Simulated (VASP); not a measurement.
# AlCu3 (Pm-3m) in VASP: further runs

The runs below take AlCu3 through relaxation of cell and atoms, with PBEsol.

Program: VASP 6.6.1. These are calculated values, not measurements. Logs are shortened: lines on timing, memory, paths and dates and some standing lists are left out, and cuts for length are marked.

**1. The cell of the first run**

Symmetry: Pm-3m, No. 221, cubic system. Conventional cell: a = 3.970 Å, b = 3.970 Å, c = 3.970 Å, α = 90.00°, β = 90.00°, γ = 90.00°. Al (site symmetry m-3m) has 6 Cu at 1.99 Å within 2.6 Å. Cu (site symmetry 4/mmm) has 2 Al at 1.99 Å within 2.6 Å.

**2. Relaxation of cell and atoms, PBEsol, target pressure 20 GPa, at which the enthalpy is minimised**

INCAR

```
SYSTEM = AlCu3
ALGO = Normal
EDIFF = 1E-7
EDIFFG = -0.01
ENCUT = 600
GGA = PS
GGA_COMPAT = .False.
IBRION = 2
ISIF = 3
ISMEAR = 1
LASPH = .True.
LCHARG = .False.
LREAL = .False.
LWAVE = .False.
NELM = 120
NELMIN = 4
NSW = 80
PREC = Accurate
PSTRESS = 200.0
SIGMA = 0.1
```

KPOINTS

```
k-points
0
Gamma
  7 7 7
  0 0 0
```

POSCAR

```
AlCu3
1.0
    3.9700000000      0.0000000000      0.0000000000
    0.0000000000      3.9700000000      0.0000000000
    0.0000000000      0.0000000000      3.9700000000
Al Cu
1 3
Direct
    0.0000000000      0.0000000000      0.0000000000
    0.5000000000      0.0000000000      0.0000000000
    0.0000000000      0.0000000000      0.5000000000
    0.0000000000      0.5000000000      0.0000000000
```

Potentials or basis: VASP PAW PBE potentials, release 64 (Al, Cu).

Run with:

```sh
> cat potpaw_PBE.64/Al/POTCAR potpaw_PBE.64/Cu/POTCAR > POTCAR
> mpirun -np 1 vasp_std > vasp.out
```

OUTCAR:

```text
SYSTEM = AlCu3
   EDIFF = 1E-7
   EDIFFG = -0.01
   ENCUT = 600
   GGA = PS
   IBRION = 2
   ISIF = 3
   ISMEAR = 1
   LASPH = .True.
   LREAL = .False.
   NELM = 120
   NELMIN = 4
   NSW = 80
   PREC = Accurate
   PSTRESS = 200.0

 ion  position               nearest neighbor table
   1  0.000  0.000  0.000-   2 1.99   3 1.99   4 1.99   3 1.99   4 1.99   2 1.99
   2  0.500  0.000  0.000-   1 1.99   1 1.99
   3  0.000  0.000  0.500-   1 1.99   1 1.99
   4  0.000  0.500  0.000-   1 1.99   1 1.99

  LATTYP: Found a simple cubic cell.
 ALAT       =     3.9700000000

  Lattice vectors:

 A1 = (   3.9700000000,   0.0000000000,   0.0000000000)
 A2 = (   0.0000000000,   3.9700000000,   0.0000000000)
 A3 = (   0.0000000000,   0.0000000000,   3.9700000000)

Analysis of symmetry for initial positions (statically):
=====================================================================
 Subroutine PRICEL returns:
 Original cell was already a primitive cell.

 Routine SETGRP: Setting up the symmetry group for a
 simple cubic supercell.

 Subroutine GETGRP returns: Found 48 space group operations
 (whereof 48 operations were pure point group operations)
 out of a pool of 48 trial point group operations.

The static configuration has the point symmetry O_h .

Analysis of symmetry for dynamics (positions and initial velocities):
=====================================================================
 Subroutine PRICEL returns:
 Original cell was already a primitive cell.

 Routine SETGRP: Setting up the symmetry group for a
 simple cubic supercell.

 Subroutine GETGRP returns: Found 48 space group operations
 (whereof 48 operations were pure point group operations)
 out of a pool of 48 trial point group operations.

The dynamic configuration has the point symmetry O_h .

 Subroutine INISYM returns: Found 48 space group operations
 (whereof 48 operations are pure point group operations),
 and found     1 'primitive' translations

----------------------------------------------------------------------------------------

                                     Primitive cell

  volume of cell :      62.5708

  direct lattice vectors                    reciprocal lattice vectors
     3.970000000  0.000000000  0.000000000     0.251889169  0.000000000  0.000000000
     0.000000000  3.970000000  0.000000000     0.000000000  0.251889169  0.000000000
     0.000000000  0.000000000  3.970000000     0.000000000  0.000000000  0.251889169

  length of vectors
     3.970000000  3.970000000  3.970000000     0.251889169  0.251889169  0.251889169

  position of ions in fractional coordinates (direct lattice)
     0.000000000  0.000000000  0.000000000
     0.500000000  0.000000000  0.000000000
     0.000000000  0.000000000  0.500000000
     0.000000000  0.500000000  0.000000000

  ion indices of the primitive-cell ions
   primitive index   ion index
                 1           1
                 2           2
                 3           3
                 4           4

----------------------------------------------------------------------------------------

 KPOINTS: k-points

Automatic generation of k-mesh.
 Grid dimensions read from file:
 generate k-points for:    7    7    7

 Generating k-lattice:

  Cartesian coordinates                     Fractional coordinates (reciprocal lattice)
     0.035984167  0.000000000  0.000000000     0.142857143  0.000000000  0.000000000
     0.000000000  0.035984167  0.000000000     0.000000000  0.142857143  0.000000000
     0.000000000  0.000000000  0.035984167     0.000000000  0.000000000  0.142857143

  Length of vectors
     0.035984167  0.035984167  0.035984167

  Shift w.r.t. Gamma in fractional coordinates (k-lattice)
     0.000000000  0.000000000  0.000000000

 Subroutine IBZKPT returns following result:
 ===========================================

 Found     20 irreducible k-points:

 Following reciprocal coordinates:
            Coordinates               Weight
  0.000000  0.000000  0.000000      1.000000
  0.142857  0.000000  0.000000      6.000000
  0.285714  0.000000  0.000000      6.000000
  0.428571  0.000000  0.000000      6.000000
  0.142857  0.142857  0.000000     12.000000
  0.285714  0.142857  0.000000     24.000000
[... 12 lines left out ...]
  0.428571  0.428571  0.285714     24.000000
  0.428571  0.428571  0.428571      8.000000
   k-points           NKPTS =     20   k-points in BZ     NKDIM =     20   number of bands    NBANDS=     22
   number of dos      NEDOS =    301   number of ions     NIONS =      4
   total plane-waves  NPLWV =  32768
   dimension x,y,z NGX =    32 NGY =   32 NGZ =   32
   dimension x,y,z NGXF=    64 NGYF=   64 NGZF=   64
   ions per type =               1   3
   NGX,Y,Z   is equivalent  to a cutoff of  13.40, 13.40, 13.40 a.u.
   NGXF,Y,Z  is equivalent  to a cutoff of  26.80, 26.80, 26.80 a.u.
 SYSTEM =  AlCu3
   PREC   = accura    normal or accurate (medium, high low for compatibility)
   ISTART =      0    job   : 0-new  1-cont  2-samecut
   ICHARG =      2    charge: 1-file 2-atom 10-const
   ISPIN  =      1    spin polarized calculation?
   LNONCOLLINEAR =      F non collinear calculations
   LSORBIT =      F    spin-orbit coupling
   LASPH  =      T    aspherical Exc in radial PAW
   ENCUT  =  600.0 eV  44.10 Ry    6.64 a.u.   7.93  7.93  7.93*2*pi/ulx,y,z
   NELM   =    120;   NELMIN=  4; NELMDL= -5     # of ELM steps
   EDIFF  = 0.1E-06   stopping-criterion for ELM
   LREAL  =      F    real-space projection
   EDIFFG = -.1E-01   stopping-criterion for IOM
   NSW    =     80    number of steps for IOM
   IBRION =      2    ionic relax: 0-MD 1-quasi-New 2-CG
   NFREE  =      1    steps in history (QN), initial steepest desc. (CG)
   ISIF   =      3    stress and relaxation
   ISYM   =      2    0-nonsym 1-usesym 2-fastsym
   POTIM  = 0.5000    time-step for ionic-motion
   TEBEG  =    0.0;   TEEND  =   0.0 temperature during run
   PSTRESS=  200.0 pullay stress
   NELECT =      36.0000    total number of electrons
   NUPDOWN=      -1.0000    fix difference up-down
   EMIN   =  10.00;   EMAX   =-10.00  energy-range for DOS
   EFERMI =   0.00;   METHOD = LEGACY
   ISMEAR =     1;   SIGMA  =   0.10  broadening in eV -4-tet -1-fermi 0-gaus
   EFERMI_NEDOS =   21; number of points for ismear=-14 and -15
   IALGO  =     38    algorithm
   IMIX   =      4    mixing-type and parameters
     AMIX     =   0.40;   BMIX     =  1.00
     AMIX_MAG =   1.60;   BMIX_MAG =  1.00
  volume/ion in A,a.u.               =      15.64       105.56
  Fermi-wavevector in a.u.,A,eV,Ry     =   1.361607  2.573064 25.224848  1.853974
  Thomas-Fermi vector in A             =   2.488169
   LORBIT       =      0    0 simple, 1 ext, 2 COOP (PROOUT), +10 PAW based schemes
   GGA     = PS    functional components
   LHFCALC =     F    Hartree Fock is set to
   AEXX    =    0.0000 exact exchange contribution
   IVDW    =     0    specifies the selected vdW correction
   LEPSILON=     F    determine dielectric tensor
   LRPA    =     F    only Hartree local field effects (RPA)
 conjugate gradient relaxation of ions
 non-spin polarized calculation
 Methfessel and Paxton  Order N= 1 SIGMA  =   0.10
  energy-cutoff  :      600.00
  volume of cell :       62.57
 maximum number of plane-waves:      2103
 NGX is ok and might be reduce to    32
   NGX = 15   NGY = 15   NGZ = 15

--------------------------------------- Ionic step        1  -------------------------------------------

 number of electron      36.0000068 magnetization

 Free energy of the ion-electron system (eV)
  ---------------------------------------------------
  ext. energy  EPLUGINS =         0.00000000
  ---------------------------------------------------
  free energy    TOTEN  =        -9.56535636 eV

  energy without entropy =       -9.56413700  energy(sigma->0) =       -9.56494990

 E-fermi :   5.1009     XC(G=0): -10.6318

 val. band max:        5.0329497032   @ k =   0.2857   0.1429   0.1429
 cond. band min:       5.1155641417   @ k =   0.1429   0.1429   0.0000
 fundamental gap:      0.0826144385
 Fermi energy:         5.1008968073

 k-point     1 :       0.0000    0.0000    0.0000
  band No.  band energies     occupation
      1      -4.7453      2.00000
      2       0.2548      2.00000
      3       0.2548      2.00000
      4       0.2548      2.00000
      5       0.2612      2.00000
      6       1.1100      2.00000
[... 14 lines left out ...]
     21       8.4225      0.00000
     22      11.2584      0.00000
[... 1082 lines left out ...]
 POSITION                                       TOTAL-FORCE (eV/Angst)
 -----------------------------------------------------------------------------------
      0.00000      0.00000      0.00000         0.000000      0.000000      0.000000
      2.07574      0.00000     -0.00000         0.000000      0.000000      0.000000
      0.00000     -0.00000      2.07574         0.000000     -0.000000      0.000000
      0.00000      2.07574      0.00000         0.000000      0.000000      0.000000
 -----------------------------------------------------------------------------------
    total drift:                                0.000000      0.000000     -0.000000

  FREE ENERGIE OF THE ION-ELECTRON SYSTEM (eV)
  ---------------------------------------------------
  free  energy   TOTEN  =       -11.1558867900 eV

  energy  without entropy=      -11.1540715136  energy(sigma->0) =      -11.15528170

  enthalpy is  TOTEN    =        -2.2243369028 eV   P V=        8.9315498872

--------------------------------------- Ionic step        4  -------------------------------------------

 number of electron      35.9999967 magnetization

 Free energy of the ion-electron system (eV)
  ---------------------------------------------------
  ext. energy  EPLUGINS =         0.00000000
  ---------------------------------------------------
  free energy    TOTEN  =       -11.13122318 eV

  energy without entropy =      -11.12940743  energy(sigma->0) =      -11.13061793

 E-fermi :   3.8211     XC(G=0):  -9.9974

 val. band max:        3.7791111276   @ k =   0.2857   0.1429   0.1429
 cond. band min:       3.8355896249   @ k =   0.4286   0.2857   0.2857
 fundamental gap:      0.0564784972
 Fermi energy:         3.8211410126

 k-point     1 :       0.0000    0.0000    0.0000
  band No.  band energies     occupation
      1      -5.2018      2.00000
      2      -0.2829      2.00000
      3      -0.2687      2.00000
      4      -0.2687      2.00000
      5      -0.2687      2.00000
      6       0.3944      2.00000
[... 14 lines left out ...]
     21       6.7349      0.00000
     22       9.4888      0.00000
[... 486 lines left out ...]
 VOLUME and BASIS-vectors are now :
 -----------------------------------------------------------------------------
  energy-cutoff  :      600.00
  volume of cell :       71.35
      direct lattice vectors                 reciprocal lattice vectors
     4.147637984  0.000000000 -0.000000000     0.241101081  0.000000000  0.000000000
     0.000000000  4.147637984  0.000000000    -0.000000000  0.241101081  0.000000000
     0.000000000 -0.000000000  4.147637984     0.000000000  0.000000000  0.241101081

 POSITION                                       TOTAL-FORCE (eV/Angst)
 -----------------------------------------------------------------------------------
      0.00000      0.00000      0.00000         0.000000      0.000000      0.000000
      2.07382      0.00000     -0.00000         0.000000      0.000000      0.000000
      0.00000     -0.00000      2.07382         0.000000     -0.000000      0.000000
      0.00000      2.07382      0.00000         0.000000      0.000000      0.000000
 -----------------------------------------------------------------------------------
    total drift:                                0.000000      0.000000     -0.000000

  FREE ENERGIE OF THE ION-ELECTRON SYSTEM (eV)
  ---------------------------------------------------
  free  energy   TOTEN  =       -11.1312231788 eV

  energy  without entropy=      -11.1294074338  energy(sigma->0) =      -11.13061793

  enthalpy is  TOTEN    =        -2.2244182144 eV   P V=        8.9068049643

 reached required accuracy - stopping structural energy minimisation
```

It took 57 s on 1 thread of Intel Xeon Platinum 8488C (Sapphire Rapids), shared host; peak memory 0.19 GiB.

Results:

- Free energy: -11.1312 eV
- Relaxed volume: 17.84 Å³/atom
- Relaxed cell: a = 4.148 Å, b = 4.148 Å, c = 4.148 Å, α = 90.00°, β = 90.00°, γ = 90.00°
- Space group after relaxing (to 0.05 Å): Pm-3m (No. 221)
- Energy change on relaxing (the enthalpy is what falls): -391.5 meV/atom
- Ionic steps: 4
- Pressure after relaxing: 20.0 GPa
- Band gap on the k mesh: zero (band 18 reaches 4.94 eV, above the bottom of band 19 at 3.21 eV)

Step by step:
| step | energy change (eV) | largest force (eV/Å) | pressure (GPa) | volume (Å³) |
| --- | --- | --- | --- | --- |
| 1 | 0.0000 | 0.0000 | 38.79 | 62.57 |
| 2 | -2.3720 | 0.0000 | 8.61 | 80.70 |
| 3 | -1.5905 | 0.0000 | 19.64 | 71.55 |
| 4 | -1.5659 | 0.0000 | 20.03 | 71.35 |

Final structure:
```
CELL_PARAMETERS angstrom
4.14764 0.00000 0.00000
0.00000 4.14764 0.00000
0.00000 0.00000 4.14764
ATOMIC_POSITIONS crystal
Al 0.00000 0.00000 0.00000
Cu 0.50000 0.00000 0.00000
Cu 0.00000 0.00000 0.50000
Cu 0.00000 0.50000 0.00000
```

Levels at points of the mesh, in eV from the Fermi level:
```
           k point  band 14  band 15  band 16  band 17  band 18  band 19  band 20  band 21  band 22
(0.00, 0.00, 0.00)    -2.47    -2.47    -2.07    -0.49    -0.49    -0.49     2.91     2.91     5.67
```

Caveat: the cell is relaxed towards a set pressure, so the enthalpy falls and the energy may rise; the PAW data sets were made with another functional, which shifts forces and pressure a little.

**3. Relaxation of cell and atoms, PBEsol, target pressure 30 GPa, at which the enthalpy is minimised**

INCAR

```
ALGO = Normal
EDIFF = 1E-7
EDIFFG = -0.01
ENCUT = 600
GGA = PS
GGA_COMPAT = F
IBRION = 2
ISIF = 3
ISMEAR = 1
LASPH = T
LCHARG = F
LREAL = F
LWAVE = F
NELM = 120
NELMIN = 4
NSW = 80
PREC = Accurate
PSTRESS = 300.0
SIGMA = 0.1
```

KPOINTS

```
k-points
0
Gamma
  7 7 7
```

POSCAR is that of step 2.

Potentials or basis: VASP PAW PBE potentials, release 64 (Al, Cu).

Run with:

```sh
> cat potpaw_PBE.64/Al/POTCAR potpaw_PBE.64/Cu/POTCAR > POTCAR
> mpirun -np 1 vasp_std > vasp.out
```

Wall time 62 s (1 thread of Intel Xeon Platinum 8488C (Sapphire Rapids), shared host); peak memory 0.19 GiB.

It converged, with:

```yaml
Free_energy: -10.3144 eV
Relaxed_volume: 16.52 Å³/atom
Relaxed_cell: a = 4.043 Å, b = 4.043 Å, c = 4.043 Å, α = 90.00°, β = 90.00°, γ = 90.00°
Space_group_after_relaxing_to_0.05_Å: Pm-3m (No. 221)
Energy_change_on_relaxing_the_enthalpy_is_what_falls: -187.3 meV/atom
Ionic_steps: 4
Pressure_after_relaxing: 30.1 GPa
Band_gap_on_the_k_mesh: zero (band 18 reaches 5.71 eV, above the bottom of band 19 at 3.87 eV)
```

The path:
```
step  energy change (eV)  largest force (eV/Å)  pressure (GPa)  volume (Å³)
   1              0.0000                0.0000           38.79        62.57
   2             -1.4783                0.0000           21.22        70.67
   3             -0.7627                0.0000           29.88        66.15
   4             -0.7491                0.0000           30.05        66.07
```

Final structure:
```
CELL_PARAMETERS angstrom
4.04275 0.00000 0.00000
0.00000 4.04275 0.00000
0.00000 0.00000 4.04275
ATOMIC_POSITIONS crystal
Al 0.00000 0.00000 0.00000
Cu 0.50000 0.00000 0.00000
Cu 0.00000 0.00000 0.50000
Cu 0.00000 0.50000 0.00000
```

Levels at points of the mesh, in eV from the Fermi level:
```tsv
k point	band 16	band 17	band 18	band 19	band 20	band 21
(0.00, 0.00, 0.00)	-2.25	-0.61	-0.61	-0.61	3.14	3.14
```

Caveat: the cell is relaxed towards a set pressure, so the enthalpy falls and the energy may rise; the PAW data sets were made with another functional, which shifts forces and pressure a little.
